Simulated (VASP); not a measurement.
# MgO (P6_3mc) in VASP: a series of runs, part 2 of 2

VASP 6.6.1. Earlier steps stand in the parts before.

## Step 4: Single point, PBEsol

This run uses another cell than the first one, of 12.77 Å³/atom, 0.887 times its volume.

Input file INCAR:

```
PREC = Accurate
ENCUT = 520
EDIFF = 1E-6
ISMEAR = 0
SIGMA = 0.05
LREAL = F
LASPH = T
NELM = 100
ALGO = Normal
ISIF = 2
LWAVE = F
LCHARG = F
GGA = PS
NBANDS = 16
```

Input file KPOINTS:

```
Automatic mesh
0
Gamma
  9 9 6
```

Input file POSCAR:

```
MgO
1.0
    3.3613000000      0.0000000000      0.0000000000
   -1.6806500000      2.9109711897      0.0000000000
    0.0000000000      0.0000000000      5.2202000000
Mg O
2 2
Direct
    0.3333333333      0.6666666667      0.0036583380
    0.6666666667      0.3333333333      0.5036583380
    0.3333333333      0.6666666667      0.4009416620
    0.6666666667      0.3333333333      0.9009416620
```

Potentials or basis: VASP PAW PBE potentials, release 64 (Mg, O).

On the command line:

```console
$ cat potpaw_PBE.64/Mg/POTCAR potpaw_PBE.64/O/POTCAR > POTCAR
$ mpirun -np 1 vasp_std > vasp.out
```

OUTCAR:

```text
PREC = Accurate
   ENCUT = 520
   EDIFF = 1E-6
   ISMEAR = 0
   LREAL = F
   LASPH = T
   NELM = 100
   ISIF = 2
   GGA = PS

 ion  position               nearest neighbor table
   1  0.333  0.667  0.004-   4 2.01   4 2.01   4 2.01   3 2.07   2 3.25   2 3.25   2 3.25   2 3.25
                             2 3.25   2 3.25
   2  0.667  0.333  0.504-   3 2.01   3 2.01   3 2.01   4 2.07   1 3.25   1 3.25   1 3.25   1 3.25
                             1 3.25   1 3.25
   3  0.333  0.667  0.401-   2 2.01   2 2.01   2 2.01   1 2.07
   4  0.667  0.333  0.901-   1 2.01   1 2.01   1 2.01   2 2.07

  LATTYP: Found a hexagonal cell.
 ALAT       =     3.3613000000
 C/A-ratio  =     1.5530300776

  Lattice vectors:

 A1 = (   3.3613000000,   0.0000000000,   0.0000000000)
 A2 = (  -1.6806500000,   2.9109711897,   0.0000000000)
 A3 = (   0.0000000000,   0.0000000000,   5.2202000000)

Analysis of symmetry for initial positions (statically):
=====================================================================
 Subroutine PRICEL returns:
 Original cell was already a primitive cell.

[... 172 lines left out ...]
  free energy    TOTEN  =       -24.45105865 eV

  energy without entropy =      -24.45105865  energy(sigma->0) =      -24.45105865

 E-fermi :   0.7924     XC(G=0):  -9.6376

 val. band max:        0.5513134891   @ k =   0.0000   0.0000   0.0000
 cond. band min:       3.5528407351   @ k =   0.0000   0.0000   0.0000
 fundamental gap:      3.0015272460
 Fermi energy:         0.7924315140

 k-point     1 :       0.0000    0.0000    0.0000
  band No.  band energies     occupation
      1     -15.3341      2.00000
      2     -14.6750      2.00000
      3      -2.5254      2.00000
      4      -0.0734      2.00000
      5      -0.0734      2.00000
      6       0.2133      2.00000
[... 433 lines left out ...]
      3      -1.9038      2.00000
      4      -1.4839      2.00000
      5      -1.4839      2.00000
      6      -0.7864      2.00000
[... 8 lines left out ...]
     15      13.3797      0.00000
     16      16.8912      0.00000

 [... further k-points ...]
[... 5 lines left out ...]
  --------------------------------------------------------------------------------------
  -------------------------------------------------------------------------------------
  Total       -2.2721943     -2.2721943     -2.9149449      0.0000000      0.0000000      0.0000000
  in kB      -71.2727848    -71.2727848    -91.4341884      0.0000000      0.0000000      0.0000000
  external PRESSURE =     -77.9932527 kB  Pullay stress =       0.0000000 kB

 VOLUME and BASIS-vectors are now :
 -----------------------------------------------------------------------------
  energy-cutoff  :      520.00
  volume of cell :       51.08
      direct lattice vectors                 reciprocal lattice vectors
     3.361300000  0.000000000  0.000000000     0.297503942  0.171763981  0.000000000
    -1.680650000  2.910971190  0.000000000     0.000000000  0.343527962  0.000000000
     0.000000000  0.000000000  5.220200000     0.000000000  0.000000000  0.191563542

 POSITION                                       TOTAL-FORCE (eV/Angst)
 -----------------------------------------------------------------------------------
     -0.00000      1.94065      0.01910        -0.000000     -0.000000      0.200680
      1.68065      0.97032      2.62920         0.000000     -0.000000      0.200680
     -0.00000      1.94065      2.09300         0.000000     -0.000000     -0.200680
      1.68065      0.97032      4.70310         0.000000      0.000000     -0.200680
 -----------------------------------------------------------------------------------
    total drift:                               -0.000000      0.000000     -0.000308

  FREE ENERGIE OF THE ION-ELECTRON SYSTEM (eV)
  ---------------------------------------------------
  free  energy   TOTEN  =       -24.4510586454 eV

  energy  without entropy=      -24.4510586454  energy(sigma->0) =      -24.45105865
```

OSZICAR:

```text
N       E                     dE             d eps       ncg     rms          rms(c)
DAV:   1     0.596007612039E+02    0.59601E+02   -0.73833E+03  1536   0.874E+02
DAV:   2    -0.239879557227E+02   -0.83589E+02   -0.76976E+02  2128   0.191E+02
DAV:   3    -0.282568842821E+02   -0.42689E+01   -0.42605E+01  1744   0.452E+01
DAV:   4    -0.282752650583E+02   -0.18381E-01   -0.18380E-01  1896   0.349E+00
DAV:   5    -0.282753596448E+02   -0.94586E-04   -0.94586E-04  1768   0.240E-01    0.108E+01
DAV:   6    -0.245766902584E+02    0.36987E+01   -0.11185E+01  1536   0.244E+01    0.408E+00
DAV:   7    -0.244830213856E+02    0.93669E-01   -0.21640E-01  1552   0.365E+00    0.217E+00
DAV:   8    -0.244531535048E+02    0.29868E-01   -0.10881E-01  1632   0.347E+00    0.515E-01
DAV:   9    -0.244506419006E+02    0.25116E-02   -0.35473E-03  1864   0.529E-01    0.173E-01
DAV:  10    -0.244510529512E+02   -0.41105E-03   -0.71214E-04  1600   0.186E-01    0.143E-02
DAV:  11    -0.244510597079E+02   -0.67567E-05   -0.22551E-05  1944   0.307E-02    0.165E-02
DAV:  12    -0.244510586078E+02    0.11000E-05   -0.59992E-06  1600   0.209E-02    0.108E-03
DAV:  13    -0.244510586454E+02   -0.37511E-07   -0.10459E-07   832   0.248E-03
   1 F= -.24451059E+02 E0= -.24451059E+02  d E =-.463098E-14
```

It took 17 s on 1 thread of Intel Xeon 6975P-C (Granite Rapids), shared host; peak memory 0.19 GiB.

What came out:

| Item | Value |
| --- | --- |
| Free energy | -24.4511 eV |
| Pressure | -7.8 GPa |
| Largest force | 0.201 eV/Å |
| Band gap on the k mesh | 3.00 eV, direct |

Forces in eV/Å, atoms in the order of the input:
```
Mg   0.000  0.000  0.201
Mg   0.000  0.000  0.201
O    0.000  0.000 -0.201
O    0.000  0.000 -0.201
```

Stress tensor (GPa, compression positive):
```
-7.13  0.00  0.00
 0.00 -7.13  0.00
 0.00  0.00 -9.14
```

Caveat: the PAW data sets were made with another functional, which shifts forces and pressure a little. Expect the measured gap to be larger: semilocal functionals such as PBEsol lack the derivative discontinuity.

## Step 5: Single point, PBEsol

This run uses another cell than the first one, of 13.03 Å³/atom, 0.906 times its volume.

Input file INCAR:

```
SYSTEM = MgO
  PREC = Accurate
  ENCUT = 520
  EDIFF = 1E-6
  ISMEAR = 0
  SIGMA = 0.05
  LREAL = .False.
  LASPH = .True.
  NELM = 80
  ALGO = Normal
  ISIF = 2
  LWAVE = .False.
  LCHARG = .False.
  GGA = PS
  NBANDS = 16
```

Input file KPOINTS:

```
regular mesh
0
Gamma
  9 9 6
  0 0 0
```

Input file POSCAR:

```
MgO
1.0
    3.5347000000      0.0000000000      0.0000000000
   -1.7673500000      3.0611399948      0.0000000000
    0.0000000000      0.0000000000      4.8186000000
Mg O
2 2
Direct
    0.3333333333      0.6666666667      0.0036583380
    0.6666666667      0.3333333333      0.5036583380
    0.3333333333      0.6666666667      0.4009416620
    0.6666666667      0.3333333333      0.9009416620
```

Potentials or basis: VASP PAW PBE potentials, release 64 (Mg, O).

On the command line:

```console
$ cat potpaw_PBE.64/Mg/POTCAR potpaw_PBE.64/O/POTCAR > POTCAR
$ mpirun -np 1 vasp_std > vasp.out
```

OUTCAR:

```text
SYSTEM = MgO
   PREC = Accurate
   ENCUT = 520
   EDIFF = 1E-6
   ISMEAR = 0
   LREAL = .False.
   LASPH = .True.
   NELM = 80
   ISIF = 2
   GGA = PS

 ion  position               nearest neighbor table
   1  0.333  0.667  0.004-   3 1.91   4 2.10   4 2.10   4 2.10   2 3.16   2 3.16   2 3.16   2 3.16
                             2 3.16   2 3.16
   2  0.667  0.333  0.504-   4 1.91   3 2.10   3 2.10   3 2.10   1 3.16   1 3.16   1 3.16   1 3.16
                             1 3.16   1 3.16
   3  0.333  0.667  0.401-   1 1.91   2 2.10   2 2.10   2 2.10
   4  0.667  0.333  0.901-   2 1.91   1 2.10   1 2.10   1 2.10

  LATTYP: Found a hexagonal cell.
 ALAT       =     3.5347000000
 C/A-ratio  =     1.3632274309

  Lattice vectors:

 A1 = (   3.5347000000,   0.0000000000,   0.0000000000)
 A2 = (  -1.7673500000,   3.0611399948,   0.0000000000)
 A3 = (   0.0000000000,   0.0000000000,   4.8186000000)

Analysis of symmetry for initial positions (statically):
=====================================================================
 Subroutine PRICEL returns:
 Original cell was already a primitive cell.

 Routine SETGRP: Setting up the symmetry group for a
 hexagonal supercell.

 Subroutine GETGRP returns: Found 12 space group operations
 (whereof  6 operations were pure point group operations)
[... 171 lines left out ...]
 E-fermi :   0.7789     XC(G=0):  -9.5429

 val. band max:        0.5776841430   @ k =   0.0000   0.0000   0.0000
 cond. band min:       3.3351126980   @ k =   0.0000   0.0000   0.0000
 fundamental gap:      2.7574285550
 Fermi energy:         0.7789161482

 k-point     1 :       0.0000    0.0000    0.0000
  band No.  band energies     occupation
      1     -15.3795      2.00000
      2     -14.5658      2.00000
      3      -2.3672      2.00000
      4      -0.3667      2.00000
      5      -0.3667      2.00000
      6       0.1232      2.00000
[... 433 lines left out ...]
      3      -2.0210      2.00000
      4      -1.6075      2.00000
      5      -1.6075      2.00000
      6      -0.5445      2.00000
[... 8 lines left out ...]
     15      13.4119      0.00000
     16      15.8858      0.00000

 [... further k-points ...]
[... 5 lines left out ...]
  --------------------------------------------------------------------------------------
  -------------------------------------------------------------------------------------
  Total       -4.8112078     -4.8112078      0.8320380      0.0000000      0.0000000      0.0000000
  in kB     -147.8454855   -147.8454855     25.5680201      0.0000000      0.0000000      0.0000000
  external PRESSURE =     -90.0409836 kB  Pullay stress =       0.0000000 kB

 VOLUME and BASIS-vectors are now :
 -----------------------------------------------------------------------------
  energy-cutoff  :      520.00
  volume of cell :       52.14
      direct lattice vectors                 reciprocal lattice vectors
     3.534700000  0.000000000  0.000000000     0.282909441  0.163337842  0.000000000
    -1.767350000  3.061139995  0.000000000     0.000000000  0.326675683  0.000000000
     0.000000000  0.000000000  4.818600000     0.000000000  0.000000000  0.207529158

 POSITION                                       TOTAL-FORCE (eV/Angst)
 -----------------------------------------------------------------------------------
     -0.00000      2.04076      0.01763        -0.000000      0.000000     -0.976750
      1.76735      1.02038      2.42693         0.000000     -0.000000     -0.976750
     -0.00000      2.04076      1.93198        -0.000000     -0.000000      0.976750
      1.76735      1.02038      4.34128         0.000000      0.000000      0.976750
 -----------------------------------------------------------------------------------
    total drift:                               -0.000000      0.000000     -0.000282

  FREE ENERGIE OF THE ION-ELECTRON SYSTEM (eV)
  ---------------------------------------------------
  free  energy   TOTEN  =       -24.1810035245 eV

  energy  without entropy=      -24.1810035245  energy(sigma->0) =      -24.18100352
```

OSZICAR:

```text
N       E                     dE             d eps       ncg     rms          rms(c)
DAV:   1     0.622464377324E+02    0.62246E+02   -0.73456E+03  1536   0.871E+02
DAV:   2    -0.234082046674E+02   -0.85655E+02   -0.77804E+02  2120   0.192E+02
DAV:   3    -0.280314816952E+02   -0.46233E+01   -0.46090E+01  1736   0.467E+01
DAV:   4    -0.280522161538E+02   -0.20734E-01   -0.20734E-01  1880   0.368E+00
DAV:   5    -0.280523244574E+02   -0.10830E-03   -0.10830E-03  1768   0.256E-01    0.108E+01
DAV:   6    -0.243265980581E+02    0.37257E+01   -0.11181E+01  1560   0.244E+01    0.415E+00
DAV:   7    -0.242202132131E+02    0.10638E+00   -0.22853E-01  1544   0.378E+00    0.218E+00
DAV:   8    -0.241833025715E+02    0.36911E-01   -0.12404E-01  1632   0.361E+00    0.535E-01
DAV:   9    -0.241803487052E+02    0.29539E-02   -0.70759E-03  1840   0.744E-01    0.122E-01
DAV:  10    -0.241809912744E+02   -0.64257E-03   -0.52910E-04  1560   0.189E-01    0.233E-02
DAV:  11    -0.241810011982E+02   -0.99238E-05   -0.33596E-05  1824   0.453E-02    0.116E-02
DAV:  12    -0.241810029128E+02   -0.17146E-05   -0.39278E-06  1584   0.189E-02    0.669E-03
DAV:  13    -0.241810035245E+02   -0.61172E-06   -0.14528E-06  1328   0.882E-03
   1 F= -.24181004E+02 E0= -.24181004E+02  d E =-.536963E-11
```

Wall time 15 s (1 thread of Intel Xeon 6975P-C (Granite Rapids), shared host); peak memory 0.19 GiB.

Results:

```
Free energy            : -24.1810 eV
Pressure               : -9.0 GPa
Largest force          : 0.977 eV/Å
Band gap on the k mesh : 2.76 eV, direct
```

Forces on the atoms (eV/Å):
```
Mg   0.000  0.000 -0.977
Mg   0.000  0.000 -0.977
O    0.000  0.000  0.977
O    0.000  0.000  0.977
```

Stress tensor (GPa, compression positive):
```
-14.78   0.00   0.00
  0.00 -14.78   0.00
  0.00   0.00   2.56
```

Levels at points of the mesh, in eV from the valence-band top:
| k point | band 5 | band 6 | band 7 | band 8 | band 9 | band 10 | band 11 | band 12 |
| --- | --- | --- | --- | --- | --- | --- | --- | --- |
| (0.00, 0.00, 0.00) | -0.94 | -0.45 | -0.45 | 0.00 | 2.76 | 7.59 | 10.01 | 12.37 |
| (0.00, 0.00, 0.50) | -0.71 | -0.71 | -0.71 | -0.71 | 5.28 | 5.28 | 12.81 | 12.81 |

Caveat: the PAW data sets were made with another functional, which shifts forces and pressure a little. A hybrid or GW would open this gap; PBEsol tends to underestimate it.

## Step 6: Single point, PBEsol

This run uses another cell than the first one, of 12.96 Å³/atom, 0.900 times its volume.

Input file INCAR:

```
ALGO     = Normal         # electronic algorithm
EDIFF    = 1E-6           # SCF threshold, eV
ENCUT    = 520            # plane-wave cutoff, eV
GGA      = PS             # functional
ISIF     = 2              # what is computed and relaxed
ISMEAR   = 0              # smearing method
LASPH    = T              # aspherical terms in the spheres
LCHARG   = T              # write CHGCAR
LELF     = T              # ELF
LREAL    = F              # projectors in reciprocal space
LVHAR    = T            
LWAVE    = F              # write WAVECAR
NBANDS   = 16             # bands
NELM     = 80             # most SCF steps
PREC     = Accurate       # precision mode
SIGMA    = 0.05           # smearing width, eV
```

Input file KPOINTS:

```
k-points
0
Gamma
  9 9 6
```

Input file POSCAR:

```
MgO
1.0
    3.4191000000      0.0000000000      0.0000000000
   -1.7095500000      2.9610274581      0.0000000000
    0.0000000000      0.0000000000      5.1198000000
Mg O
2 2
Direct
    0.3333333333      0.6666666667      0.0036583380
    0.6666666667      0.3333333333      0.5036583380
    0.3333333333      0.6666666667      0.4009416620
    0.6666666667      0.3333333333      0.9009416620
```

Potentials or basis: VASP PAW PBE potentials, release 64 (Mg, O).

On the command line:

```console
$ cat potpaw_PBE.64/Mg/POTCAR potpaw_PBE.64/O/POTCAR > POTCAR
$ mpirun -np 1 vasp_std > vasp.out
```

It took 15 s on 1 thread of Intel Xeon 6975P-C (Granite Rapids), shared host; peak memory 0.19 GiB.

The run converged. Its results:

```
Free energy            : -24.4055 eV
Pressure               : -9.4 GPa
Largest force          : 0.029 eV/Å
Band gap on the k mesh : 2.88 eV, direct
```

Forces on the atoms (eV/Å):
```
Mg   0.000  0.000 -0.029
Mg   0.000  0.000 -0.029
O    0.000  0.000  0.029
O    0.000  0.000  0.029
```

Stress tensor (GPa, compression positive):
```
-10.54   0.00   0.00
  0.00 -10.54   0.00
  0.00   0.00  -7.21
```

Levels at points of the mesh, in eV from the valence-band top:
```tsv
k point	band 4	band 5	band 6	band 7	band 8	band 9	band 10	band 11	band 12	band 13
(0.00, 0.00, 0.00)	-0.73	-0.73	-0.39	-0.39	0.00	2.88	7.72	9.56	13.23	13.23
(0.00, 0.00, 0.50)	-1.91	-0.56	-0.56	-0.56	-0.56	5.32	5.32	12.36	12.36	13.66
```

Caveat: the PAW data sets were made with another functional, which shifts forces and pressure a little. A k mesh can miss the band edges.

## Step 7: Overview

| cell | gap on the mesh (eV) | pressure (GPa) | largest force (eV/Å) |
| --- | --- | --- | --- |
| a = 3.535, b = 3.535, c = 5.321 Å, angles 90.0, 90.0, 120.0°, 4 atoms | 2.39 | -16.2 | 0.10 |
| a = 3.535, b = 3.535, c = 5.421 Å, angles 90.0, 90.0, 120.0°, 4 atoms | 2.33 | -17.0 | 0.16 |
| a = 3.361, b = 3.361, c = 5.220 Å, angles 90.0, 90.0, 120.0°, 4 atoms | 3.00 | -7.8 | 0.20 |
| a = 3.535, b = 3.535, c = 4.819 Å, angles 90.0, 90.0, 120.0°, 4 atoms | 2.76 | -9.0 | 0.98 |
| a = 3.419, b = 3.419, c = 5.120 Å, angles 90.0, 90.0, 120.0°, 4 atoms | 2.88 | -9.4 | 0.03 |

Alike in all rows: task single point; level PBEsol; potentials or basis VASP PAW PBE potentials, release 64 (Mg, O); no spin polarisation; k mesh 9 × 9 × 6; cutoff (eV) 520; smearing gaussian 0.05 eV.

Caveats: the PAW data sets were made with another functional, which shifts forces and pressure a little.

Total energies depend on the potentials used, so only differences within one code and one set of settings carry meaning.
